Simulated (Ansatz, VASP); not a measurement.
**One calculation of FeO, two programs**

INCAR

```
SYSTEM = FeO
PREC = Accurate
ENCUT = 520
EDIFF = 1E-8
ISMEAR = -1
SIGMA = 0.03
LREAL = .FALSE.
LASPH = .TRUE.
NELM = 150
ALGO = Normal
ISIF = 2
LWAVE = .FALSE.
LCHARG = .FALSE.
ISPIN = 2
MAGMOM = 3 0
LORBIT = 11
LMAXMIX = 4
GGA = PE
LEFG = .TRUE.
NBANDS = 18
```

Contents of KPOINTS:

```
Automatic mesh
0
G
  15 15 15
  0 0 0
```

File POSCAR:

```
FeO
1.0
    0.0000000000      2.1732140310      2.1732140310
    2.1732140310      0.0000000000      2.1732140310
    2.1732140310      2.1732140310      0.0000000000
Fe O
1 1
Direct
    0.0000000000      0.0000000000      0.0000000000
    0.5000000000      0.5000000000      0.5000000000
```

Input for Ansatz:

```yaml
crystal:
  lattice:
    - [0.0, 2.173214031, 2.173214031]
    - [2.173214031, 0.0, 2.173214031]
    - [2.173214031, 2.173214031, 0.0]
  atoms:
    - { symbol: Fe, position: [0.0, 0.0, 0.0], spin: 3.0 }
    - { symbol: O, position: [0.5, 0.5, 0.5] }
magnetization:
  spin_polarized: true
kpoints:
  mp_grid: { grid: [15, 15, 15] }
scf:
  occupations: { method: fermi_dirac, width: 0.03 }
hamiltonian:
  xc: pbe
  pseudopotentials: { kind: paw }
output:
  forces: true
  stress: true
  eigenvalues: true
  efg: { contact_densities: true }
```

Change from the starting cell: volume scaled by 1.025, PAW files.

Alike in both runs: task electric field gradients; functional PBE; k mesh 15 × 15 × 15; occupations fermi-dirac, width 0.03 eV; collinear spin.

|  | VASP | Ansatz |
| --- | --- | --- |
| version | VASP 6.6.1 | Ansatz 0.2.0 |
| potentials or method | VASP PAW PBE potentials, release 64 (Fe, O) | PAW with Ansatz's default frozen-core files, scalar-relativistic |
| plane-wave cutoff (eV) | 520 | 420 |
| valence electrons in the cell | 14 | 22 |

VASP gave:

- pressure (GPa): -4.5
- net moment per atom (μB): 2.00
- size of the moment on the site where the two differ most (μB): 3.62

Q: Estimate Ansatz's values.

A: Pressure (GPa): -4.6; net moment per atom (μB): 2.00; size of the moment on the site where the two differ most (μB): 3.46.

Site moments also hang on the region over which each program counts them. VASP's potentials hold 14 valence electrons a cell and Ansatz's 22, so a difference there can come from the potentials and not from the codes.
